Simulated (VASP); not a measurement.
A run of VASP 6.6.1:

The input INCAR:

```
ALGO     = Normal         # electronic algorithm
EDIFF    = 1E-7           # SCF threshold, eV
ENCUT    = 520            # plane-wave cutoff, eV
GGA      = PS             # functional
ISIF     = 2              # what is computed and relaxed
ISMEAR   = 0              # smearing method
LASPH    = T              # aspherical terms in the spheres
LCHARG   = F              # write CHGCAR
LREAL    = F              # projectors in reciprocal space
LWAVE    = F              # write WAVECAR
NBANDS   = 9              # bands
NELM     = 80             # most SCF steps
PREC     = Accurate       # precision mode
SIGMA    = 0.05           # smearing width, eV
```

The input KPOINTS:

```
k-points
0
Gamma
  14 14 14
```

Contents of POSCAR:

```
LiH
1.0
    0.0000000000      2.0392525413      2.0392525413
    2.0392525413      0.0000000000      2.0392525413
    2.0392525413      2.0392525413      0.0000000000
Li H
1 1
Direct
    0.0000000000      0.0000000000      0.0000000000
    0.5000000000      0.5000000000      0.5000000000
```

Potentials or basis: VASP PAW PBE potentials, release 64 (Li_sv, H).

Command:

```console
$ cat potpaw_PBE.64/Li_sv/POTCAR potpaw_PBE.64/H/POTCAR > POTCAR
$ mpirun -np 1 vasp_std > vasp.out
```

Hardware: 1 thread of Intel(R) Xeon(R) 6975P-C (Granite Rapids) (shared host).

Q: Estimate the wall time of this run.

A: Wall time 5.4 s on 1 thread of Intel(R) Xeon(R) 6975P-C (Granite Rapids), on a shared host, peak memory 0.13 GiB. Counts: scf iterations 13, k points 104.
